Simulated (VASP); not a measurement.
**Hf2SeS3: relaxation of cell and atoms with PBE**

The system is Hf2SeS3.

```xyz
6
Lattice="6.5164 0.0000 0.0000 -3.2582 5.6434 0.0000 0.0000 0.0000 3.4159" Properties=species:S:1:pos:R:3 pbc="T T T"
Hf    0.0000    3.7623    0.0000
Hf    3.2582    1.8811    0.0000
Se    0.0000    0.0000    0.0000
S     3.2582    0.0000    1.7080
S     1.6291    2.8217    1.7080
S    -1.6291    2.8217    1.7080
```

The cell was generated, and may not be a known phase.

| Property | Result |
| --- | --- |
| Program | VASP 6.6.1 |
| Task | relaxation of cell and atoms |
| Functional | PBE |
| Potentials or basis | VASP PAW PBE potentials, release 64 (Hf_pv, Se, S) |
| Cutoff | 600 eV |
| k mesh | 3 × 3 × 6 |
| Occupations | gaussian, width 0.1 eV |
| Spin | no spin polarisation |
| Dipole correction | no |
| Further INCAR settings | ALGO = Normal; EDIFF = 1e-06; IBRION = 2; EDIFFG = -0.04; NSW = 90; ISIF = 3 |

* Relaxed volume: 21.09 Å³/atom
* Relaxed cell: a = 6.595 Å, b = 6.595 Å, c = 3.358 Å, α = 90.00°, β = 90.00°, γ = 120.00°
* Space group after relaxing (to 0.1 Å): P6/mmm (No. 191)
* Energy gained by relaxing: 3.1 meV/atom
* Ionic steps: 4
* Pressure after relaxing: -0.2 GPa
* Band gap on the k mesh: zero (bands 22 and 23 overlap by 0.17 eV)

Stress tensor (GPa, compression positive):
```
-0.25  0.00  0.00
 0.00 -0.25  0.00
 0.00  0.00 -0.09
```

Step by step:
```tsv
step	energy change (eV)	largest force (eV/Å)	pressure (GPa)	volume (Å³)
1	0.0000	0.0000	-0.34	125.62
2	-0.0139	0.0000	0.86	124.81
3	-0.0139	0.0000	0.89	124.79
4	-0.0185	0.0000	-0.19	126.51
```

Final structure:
```yaml
crystal:
  lattice:
    - [6.59527, 0.00000, 0.00000]
    - [-3.29763, 5.71167, 0.00000]
    - [0.00000, 0.00000, 3.35841]
  atoms:
    - { symbol: Hf, position: [0.33333, 0.66667, 0.00000] }
    - { symbol: Hf, position: [0.66667, 0.33333, 0.00000] }
    - { symbol: Se, position: [0.00000, 0.00000, 0.00000] }
    - { symbol: S, position: [0.50000, 0.00000, 0.50000] }
    - { symbol: S, position: [0.50000, 0.50000, 0.50000] }
    - { symbol: S, position: [0.00000, 0.50000, 0.50000] }
```

Levels at points of the mesh, in eV from the Fermi level:
```
           k point  band 20  band 21  band 22  band 23  band 24  band 25
(0.00, 0.00, 0.00)    -1.93    -0.23    -0.23     0.12     0.12     0.53
(0.00, 0.00, 0.50)    -1.88    -1.88    -1.29     1.10     1.31     1.31
```

Run time: 82 s on 1 thread of Intel(R) Xeon(R) 6975P-C (Granite Rapids), with other jobs on the host, peak memory 0.31 GiB.

Caveat: the k points lie up to 0.37 Å⁻¹ apart in the final cell; spin-orbit coupling is left out, which moves the levels of the heavy elements.
